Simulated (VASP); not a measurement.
# Tl in VASP: notebook

The runs below take Tl through single point, with PBEsol+D4, PBEsol, LDA, r2SCAN.

Everything below comes from runs of VASP 6.6.1. Logs are shortened: lines on timing, memory, paths and dates and some standing lists are left out, and cuts for length are marked.

## Step 1: The cell of the first run

It takes space group Im-3m (No. 229, cubic). The conventional cell has a = 3.912 Å, b = 3.912 Å, c = 3.912 Å, α = 90.00°, β = 90.00°, γ = 90.00°. Within 4.5 Å of Tl (site symmetry m-3m) lie 14 Tl at 3.39 to 3.91 Å.

## Step 2: Single point, PBEsol+D4

INCAR

```
ALGO     = Normal         # electronic algorithm
EDIFF    = 1E-7           # SCF threshold, eV
ENCUT    = 520            # plane-wave cutoff, eV
GGA      = PS             # functional
ISIF     = 2              # what is computed and relaxed
ISMEAR   = 1              # smearing method
IVDW     = 13             # dispersion correction
LASPH    = True           # aspherical terms in the spheres
LCHARG   = True           # write CHGCAR
LELF     = True           # ELF
LREAL    = False          # projectors in reciprocal space
LVHAR    = True         
LWAVE    = False          # write WAVECAR
NBANDS   = 12             # bands
NELM     = 100            # most SCF steps
PREC     = Accurate       # precision mode
SIGMA    = 0.05           # smearing width, eV
```

KPOINTS

```
k-points
0
Gamma
  10 10 10
```

POSCAR

```
Tl
1.0
   -1.9559951750      1.9559951750      1.9559951750
    1.9559951750     -1.9559951750      1.9559951750
    1.9559951750      1.9559951750     -1.9559951750
Tl
1
Direct
    0.0000000000      0.0000000000      0.0000000000
```

Potentials or basis: VASP PAW PBE potentials, release 64 (Tl_d).

Launch:

```
cat potpaw_PBE.64/Tl_d/POTCAR > POTCAR
mpirun -np 1 vasp_std > vasp.out
```

OUTCAR:

```text
EDIFF = 1E-7
   ENCUT = 520
   GGA = PS
   ISIF = 2
   ISMEAR = 1
   IVDW = 13
   LASPH = True
   LREAL = False
   NELM = 100
   PREC = Accurate

 ion  position               nearest neighbor table
   1  0.000  0.000  0.000-

  LATTYP: Found a body centered cubic cell.
 ALAT       =     3.9119903500

  Lattice vectors:

 A1 = (  -1.9559951750,   1.9559951750,   1.9559951750)
 A2 = (   1.9559951750,  -1.9559951750,   1.9559951750)
 A3 = (   1.9559951750,   1.9559951750,  -1.9559951750)

Analysis of symmetry for initial positions (statically):
=====================================================================
 Subroutine PRICEL returns:
 Original cell was already a primitive cell.

 Routine SETGRP: Setting up the symmetry group for a
 body centered cubic supercell.

 Subroutine GETGRP returns: Found 48 space group operations
 (whereof 48 operations were pure point group operations)
 out of a pool of 48 trial point group operations.

The static configuration has the point symmetry O_h .

Analysis of symmetry for dynamics (positions and initial velocities):
=====================================================================
 Subroutine PRICEL returns:
 Original cell was already a primitive cell.

 Routine SETGRP: Setting up the symmetry group for a
 body centered cubic supercell.

 Subroutine GETGRP returns: Found 48 space group operations
 (whereof 48 operations were pure point group operations)
 out of a pool of 48 trial point group operations.

The dynamic configuration has the point symmetry O_h .

 Subroutine INISYM returns: Found 48 space group operations
 (whereof 48 operations are pure point group operations),
 and found     1 'primitive' translations

----------------------------------------------------------------------------------------

                                     Primitive cell

  volume of cell :      29.9339

  direct lattice vectors                    reciprocal lattice vectors
    -1.955995175  1.955995175  1.955995175     0.000000000  0.255624352  0.255624352
     1.955995175 -1.955995175  1.955995175     0.255624352  0.000000000  0.255624352
     1.955995175  1.955995175 -1.955995175     0.255624352  0.255624352  0.000000000

  length of vectors
     3.387883022  3.387883022  3.387883022     0.361507426  0.361507426  0.361507426

  position of ions in fractional coordinates (direct lattice)
     0.000000000  0.000000000  0.000000000

  ion indices of the primitive-cell ions
   primitive index   ion index
                 1           1

----------------------------------------------------------------------------------------

 KPOINTS: k-points

Automatic generation of k-mesh.
 Grid dimensions read from file:
 generate k-points for:   10   10   10

 Generating k-lattice:

  Cartesian coordinates                     Fractional coordinates (reciprocal lattice)
     0.000000000  0.025562435  0.025562435     0.100000000  0.000000000  0.000000000
     0.025562435  0.000000000  0.025562435     0.000000000  0.100000000  0.000000000
     0.025562435  0.025562435  0.000000000     0.000000000  0.000000000  0.100000000

  Length of vectors
     0.036150743  0.036150743  0.036150743

  Shift w.r.t. Gamma in fractional coordinates (k-lattice)
     0.000000000  0.000000000  0.000000000

 Subroutine IBZKPT returns following result:
 ===========================================

 Found     47 irreducible k-points:

 Following reciprocal coordinates:
            Coordinates               Weight
  0.000000  0.000000  0.000000      1.000000
  0.100000  0.000000  0.000000     12.000000
  0.200000  0.000000  0.000000     12.000000
  0.300000  0.000000  0.000000     12.000000
  0.400000  0.000000  0.000000     12.000000
  0.500000  0.000000  0.000000      6.000000
[... 16 lines left out ...]
  0.300000  0.300000  0.100000      8.000000
 -0.300000  0.300000  0.100000     24.000000
 [... further k-points ...]
   k-points           NKPTS =     47   k-points in BZ     NKDIM =     47   number of bands    NBANDS=     12
   number of dos      NEDOS =    301   number of ions     NIONS =      1
   total plane-waves  NPLWV =  21952
   dimension x,y,z NGX =    28 NGY =   28 NGZ =   28
   dimension x,y,z NGXF=    56 NGYF=   56 NGZF=   56
   ions per type =               1
   NGX,Y,Z   is equivalent  to a cutoff of  13.74, 13.74, 13.74 a.u.
   NGXF,Y,Z  is equivalent  to a cutoff of  27.48, 27.48, 27.48 a.u.
 SYSTEM =  unknown system
   PREC   = accura    normal or accurate (medium, high low for compatibility)
   ISTART =      0    job   : 0-new  1-cont  2-samecut
   ICHARG =      2    charge: 1-file 2-atom 10-const
   ISPIN  =      1    spin polarized calculation?
   LNONCOLLINEAR =      F non collinear calculations
   LSORBIT =      F    spin-orbit coupling
   LASPH  =      T    aspherical Exc in radial PAW
   ENCUT  =  520.0 eV  38.22 Ry    6.18 a.u.   6.30  6.30  6.30*2*pi/ulx,y,z
   NELM   =    100;   NELMIN=  2; NELMDL= -5     # of ELM steps
   EDIFF  = 0.1E-06   stopping-criterion for ELM
   LREAL  =      F    real-space projection
   EDIFFG = 0.1E-05   stopping-criterion for IOM
   NSW    =      0    number of steps for IOM
   IBRION =     -1    ionic relax: 0-MD 1-quasi-New 2-CG
   NFREE  =      0    steps in history (QN), initial steepest desc. (CG)
   ISIF   =      2    stress and relaxation
   ISYM   =      2    0-nonsym 1-usesym 2-fastsym
   POTIM  = 0.5000    time-step for ionic-motion
   TEBEG  =    0.0;   TEEND  =   0.0 temperature during run
   PSTRESS=    0.0 pullay stress
   NELECT =      13.0000    total number of electrons
   NUPDOWN=      -1.0000    fix difference up-down
   EMIN   =  10.00;   EMAX   =-10.00  energy-range for DOS
   EFERMI =   0.00;   METHOD = LEGACY
   ISMEAR =     1;   SIGMA  =   0.05  broadening in eV -4-tet -1-fermi 0-gaus
   EFERMI_NEDOS =   21; number of points for ismear=-14 and -15
   IALGO  =     38    algorithm
   IMIX   =      4    mixing-type and parameters
     AMIX     =   0.40;   BMIX     =  1.00
     AMIX_MAG =   1.60;   BMIX_MAG =  1.00
  volume/ion in A,a.u.               =      29.93       202.00
  Fermi-wavevector in a.u.,A,eV,Ry     =   1.239752  2.342792 20.911953  1.536985
  Thomas-Fermi vector in A             =   2.374222
   LORBIT       =      0    0 simple, 1 ext, 2 COOP (PROOUT), +10 PAW based schemes
   GGA     = PS    functional components
   LHFCALC =     F    Hartree Fock is set to
   AEXX    =    0.0000 exact exchange contribution
   IVDW    =    13    specifies the selected vdW correction
   LEPSILON=     F    determine dielectric tensor
   LRPA    =     F    only Hartree local field effects (RPA)
 non-spin polarized calculation
 Methfessel and Paxton  Order N= 1 SIGMA  =   0.05
  energy-cutoff  :      520.00
  volume of cell :       29.93
 maximum number of plane-waves:       818
 NGX is ok and might be reduce to    28
   NGX = 13   NGY = 13   NGZ = 13

 number of electron      13.0000004 magnetization

 Free energy of the ion-electron system (eV)
  ---------------------------------------------------
  ext. energy  EPLUGINS =         0.00000000
  ---------------------------------------------------
  free energy    TOTEN  =        -2.62811753 eV

  energy without entropy =       -2.62771794  energy(sigma->0) =       -2.62798433

 E-fermi :   5.8019     XC(G=0): -10.1421

 val. band max:        5.7900122238   @ k =  -0.4000   0.4000   0.2000
 cond. band min:       6.0125791200   @ k =  -0.4000  -0.4000   0.2000
 fundamental gap:      0.2225668962
 Fermi energy:         5.8018863957

 k-point     1 :       0.0000    0.0000    0.0000
  band No.  band energies     occupation
      1      -5.6313      2.00000
      2      -5.6313      2.00000
      3      -5.6313      2.00000
      4      -5.2406      2.00000
      5      -5.2406      2.00000
      6      -3.8434      2.00000
      7      16.2758      0.00000
      8      16.2758      0.00000
      9      16.2758      0.00000
     10      18.1233      0.00000
     11      18.1233      0.00000
     12      18.1233      0.00000

 k-point     2 :       0.1000    0.0000    0.0000
  band No.  band energies     occupation
      1      -5.6472      2.00000
      2      -5.6206      2.00000
      3      -5.5741      2.00000
      4      -5.2577      2.00000
      5      -5.2409      2.00000
      6      -3.6246      2.00000
      7      14.2099      0.00000
      8      15.5272      0.00000
      9      15.8231      0.00000
     10      17.3923      0.00000
     11      17.9108      0.00000
     12      18.1002      0.00000

 k-point     3 :       0.2000    0.0000    0.0000
  band No.  band energies     occupation
      1      -5.6887      2.00000
      2      -5.6190      2.00000
      3      -5.4200      2.00000
      4      -5.2896      2.00000
      5      -5.2413      2.00000
      6      -2.9513      2.00000
      7      10.8835      0.00000
      8      14.0953      0.00000
      9      14.7741      0.00000
     10      16.5875      0.00000
     11      17.5092      0.00000
     12      18.6601      0.00000
[... 286 lines left out ...]
 k-point    23 :       0.3000    0.3000    0.1000
  band No.  band energies     occupation
      1      -5.7167      2.00000
      2      -5.4239      2.00000
      3      -5.4239      2.00000
      4      -5.2318      2.00000
      5      -5.2318      2.00000
      6       1.5282      2.00000
      7       5.7801      1.66549
      8       5.7801      1.66549
      9       9.6969      0.00000
     10      21.5404      0.00000
     11      21.5404      0.00000
     12      22.1491      0.00000

 k-point    24 :      -0.3000    0.3000    0.1000
  band No.  band energies     occupation
      1      -5.6783      2.00000
      2      -5.6218      2.00000
      3      -5.3492      2.00000
      4      -5.2636      2.00000
      5      -5.2296      2.00000
      6      -1.6107      2.00000
      7       7.8709      0.00000
      8      12.0399      0.00000
      9      12.8665      0.00000
     10      16.7096      0.00000
     11      17.9460      0.00000
     12      18.1090      0.00000

 [... further k-points ...]

------------------------ aborting loop because EDIFF is reached ----------------------------------------

  DFT-D4 for vdW energy calculation

  Edisp (eV):   -0.20942

  FORCE on cell =-STRESS in cart. coord.  units (eV):
  Direction    XX          YY          ZZ          XY          YZ          ZX
  --------------------------------------------------------------------------------------
  -------------------------------------------------------------------------------------
  Total      -0.51020    -0.51020    -0.51020    -0.00000     0.00000    -0.00000
  in kB     -27.30774   -27.30774   -27.30774    -0.00000     0.00000    -0.00000
  external pressure =      -27.31 kB  Pullay stress =        0.00 kB

 VOLUME and BASIS-vectors are now :
 -----------------------------------------------------------------------------
  energy-cutoff  :      520.00
  volume of cell :       29.93
      direct lattice vectors                 reciprocal lattice vectors
    -1.955995175  1.955995175  1.955995175     0.000000000  0.255624352  0.255624352
     1.955995175 -1.955995175  1.955995175     0.255624352  0.000000000  0.255624352
     1.955995175  1.955995175 -1.955995175     0.255624352  0.255624352  0.000000000

 POSITION                                       TOTAL-FORCE (eV/Angst)
 -----------------------------------------------------------------------------------
      0.00000      0.00000      0.00000         0.000000      0.000000     -0.000000
 -----------------------------------------------------------------------------------
    total drift:                               -0.000000     -0.000000     -0.000000

  FREE ENERGIE OF THE ION-ELECTRON SYSTEM (eV)
  ---------------------------------------------------
  free  energy   TOTEN  =        -2.8375396874 eV

  energy  without entropy=       -2.8371401038  energy(sigma->0) =       -2.83740649
```

It took 15 s on 1 thread of Intel Xeon Platinum 8375C at 2.90GHz (Ice Lake), shared host; peak memory 0.16 GiB.

What came out:

* Free energy: -2.8375 eV
* Pressure: -2.7 GPa
* Dispersion energy per atom: -0.209 eV

Levels at points of the mesh, in eV from the Fermi level:
```csv
k point,band 4,band 5,band 6,band 7,band 8,band 9
"(0.00, 0.00, 0.00)",-11.04,-11.04,-9.65,10.47,10.47,10.47
"(0.50, 0.00, 0.00)",-11.04,-10.79,-4.93,-2.47,5.74,7.11
"(0.50, 0.50, 0.50)",-10.85,-10.85,-1.72,1.54,1.54,1.54
```

Caveat: the PAW data sets were made with another functional, which shifts forces and pressure a little; spin-orbit coupling is left out, which moves the levels of the heavy elements; pairwise dispersion overbinds metals, which lowers pressure and volume.

## Step 3: Single point, PBEsol (the cell strained at random)

INCAR

```
SYSTEM = Tl
PREC = Accurate
ENCUT = 520
EDIFF = 1E-7
ISMEAR = -1
SIGMA = 0.05
LREAL = .False.
LASPH = .True.
NELM = 80
ALGO = Fast
ISIF = 2
LWAVE = .False.
LCHARG = .False.
GGA = PS
NBANDS = 12
```

KPOINTS

```
regular mesh
0
Gamma
  10 10 10
  0 0 0
```

POSCAR

```
Tl
1.0
   -1.9208270000      1.8947030000      1.9382830000
    1.9484020000     -1.9470920000      2.0182480000
    1.9558520000      1.9821170000     -1.9906730000
Tl
1
Direct
   -0.0394100000     -0.0170810000     -0.0359690000
```

Potentials or basis: VASP PAW PBE potentials, release 64 (Tl_d).

Launch:

```
cat potpaw_PBE.64/Tl_d/POTCAR > POTCAR
mpirun -np 1 vasp_std > vasp.out
```

Wall time 3.2 min (1 thread of AMD EPYC 7R43 (Zen 3), shared host); peak memory 0.26 GiB.

It converged, with:

```
Free energy : -2.6271 eV
Pressure    : -1.6 GPa
```

Stress tensor (GPa, compression positive):
```
-1.50 -0.39 -0.39
-0.39 -1.48  0.67
-0.39  0.67 -1.75
```

Levels at points of the mesh, in eV from the Fermi level:
```
           k point  band 4  band 5  band 6  band 7  band 8  band 9
(0.00, 0.00, 0.00)  -11.13  -11.11   -9.72   10.05   10.23   10.78
(0.50, 0.00, 0.00)  -11.13  -10.84   -4.82   -2.48    5.51    6.99
(0.00, 0.50, 0.00)  -11.11  -10.88   -5.16   -2.61    5.76    7.37
(0.50, 0.50, 0.00)  -11.12  -10.85   -4.81   -2.46    5.39    6.81
(0.00, 0.00, 0.50)  -11.10  -10.87   -5.08   -2.56    5.54    7.04
(0.50, 0.00, 0.50)  -11.13  -10.85   -4.95   -2.54    5.69    7.15
(0.00, 0.50, 0.50)  -11.10  -10.88   -5.21   -2.62    5.81    7.24
(0.50, 0.50, 0.50)  -10.94  -10.88   -1.79    1.21    1.50    1.68
```

Caveat: the cell differs from its parent crystal (the cell strained at random); the PAW data sets were made with another functional, which shifts forces and pressure a little; spin-orbit coupling is left out, which moves the levels of the heavy elements.

## Step 4: Single point, LDA

INCAR

```
ALGO = Normal ; EDIFF = 1E-6
ENCUT = 520 ; GGA = CA
ISIF = 2 ; ISMEAR = -1
LASPH = T ; LCHARG = F
LREAL = F ; LWAVE = F
NBANDS = 12 ; NELM = 60
PREC = Accurate ; SIGMA = 0.05
```

KPOINTS

```
k-points
0
Gamma
  6 6 6
```

POSCAR

```
Tl
1.0
   -1.9559951735      1.9559951735      1.9559951735
    1.9559951735     -1.9559951735      1.9559951735
    1.9559951735      1.9559951735     -1.9559951735
Tl
1
Direct
    0.0000000000      0.0000000000      0.0000000000
```

Potentials or basis: VASP PAW LDA potentials, release 64 (Tl_d).

Launch:

```
cat potpaw_LDA.64/Tl_d/POTCAR > POTCAR
mpirun -np 1 vasp_std > vasp.out
```

Run time: 3.8 s. Hardware: 1 thread of Intel Xeon Platinum 8559C (Emerald Rapids), shared host; peak memory 0.14 GiB.

The run converged. Its results:

| Property | Result |
| --- | --- |
| Free energy | -2.8968 eV |
| Pressure | -3.0 GPa |

Levels at points of the mesh, in eV from the Fermi level:
| k point | band 3 | band 4 | band 5 | band 6 | band 7 | band 8 | band 9 | band 10 |
| --- | --- | --- | --- | --- | --- | --- | --- | --- |
| (0.00, 0.00, 0.00) | -11.37 | -10.98 | -10.98 | -9.57 | 10.47 | 10.47 | 10.47 | 12.43 |
| (0.50, 0.00, 0.00) | -11.01 | -10.98 | -10.72 | -4.87 | -2.39 | 5.76 | 7.17 | 10.00 |
| (0.50, 0.50, 0.50) | -10.79 | -10.79 | -10.79 | -1.67 | 1.58 | 1.58 | 1.58 | 6.61 |

Caveat: the k points lie up to 0.38 Å⁻¹ apart; spin-orbit coupling is left out, which moves the levels of the heavy elements.

(Continued in part 2 of 2.)
